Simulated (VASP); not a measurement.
Wanted: the native input for a VASP 6.6.1 run.

| Property | Result |
| --- | --- |
| Task | single point |
| Functional | r2SCAN |
| Potentials or basis | VASP PAW PBE potentials, release 64 (Zr_sv, N) |
| Cutoff | 520 eV |
| k mesh | 1 × 1 × 2 |
| Occupations | gaussian, width 0.1 eV |
| Spin | no spin polarisation |
| Dipole correction | no |
| Further INCAR settings | ALGO = Normal; EDIFF = 1e-06; NBANDS = 38 |

Crystal: Zr2N.

```
Zr N
1.0
     5.62677    0.00000    0.00000
     0.00000    5.62677    0.00000
     0.00000    0.00000    3.20101
Zr N
4 2
Direct
  0.31650 0.31650 0.00000
  0.68350 0.68350 0.00000
  0.81650 0.18350 0.50000
  0.18350 0.81650 0.50000
  0.00000 0.00000 0.00000
  0.50000 0.50000 0.50000
```

The input as run:

POSCAR

```
Zr2N
1.0
    5.6267716732      0.0000000000      0.0000000000
    0.0000000000      5.6267716732      0.0000000000
    0.0000000000      0.0000000000      3.2010103279
Zr N
4 2
Direct
    0.3164955800      0.3164955800      0.0000000000
    0.6835044200      0.6835044200      0.0000000000
    0.8164955800      0.1835044200      0.5000000000
    0.1835044200      0.8164955800      0.5000000000
    0.0000000000      0.0000000000      0.0000000000
    0.5000000000      0.5000000000      0.5000000000
```

INCAR.step1

```
SYSTEM = Zr2N
PREC = Accurate ; ENCUT = 520
ISMEAR = 0 ; SIGMA = 0.1
LREAL = .False. ; LASPH = .True.
NELM = 80 ; NBANDS = 38
GGA = PE ; ALGO = Normal
EDIFF = 1E-4 ; LWAVE = .True.
LCHARG = .False.
```

INCAR.step2

```
SYSTEM = Zr2N
PREC = Accurate ; ENCUT = 520
EDIFF = 1E-6 ; ISMEAR = 0
SIGMA = 0.1 ; LREAL = .False.
LASPH = .True. ; NELM = 80
ALGO = Normal ; ISIF = 2
LWAVE = .False. ; LCHARG = .False.
METAGGA = R2SCAN ; LMIXTAU = .True.
NBANDS = 38 ; ISTART = 1
```

KPOINTS

```
regular mesh
0
Gamma
  1 1 2
  0 0 0
```

Potentials or basis: VASP PAW PBE potentials, release 64 (Zr_sv, N).

The run is started by

```console
$ cat potpaw_PBE.64/Zr_sv/POTCAR potpaw_PBE.64/N/POTCAR > POTCAR
$ cp INCAR.step1 INCAR
$ mpirun -np 1 vasp_std > vasp.out
$ cp INCAR.step2 INCAR
$ mpirun -np 1 vasp_std > vasp.out
```

Results of the run:

```yaml
Pressure: 0.2 GPa
Largest_force: 0.032 eV/Å
Band_gap_on_the_k_mesh: zero (band 29 reaches 10.21 eV, above the bottom of band 30 at 8.07 eV)
```

Caveat: the k points lie up to 1.12 Å⁻¹ apart; the PAW data sets were made with another functional, which shifts forces and pressure a little.

Wall time 36 s on 1 thread of AMD EPYC 9R45 96-Core Processor (Zen 5), on a shared host, peak memory 0.17 GiB.
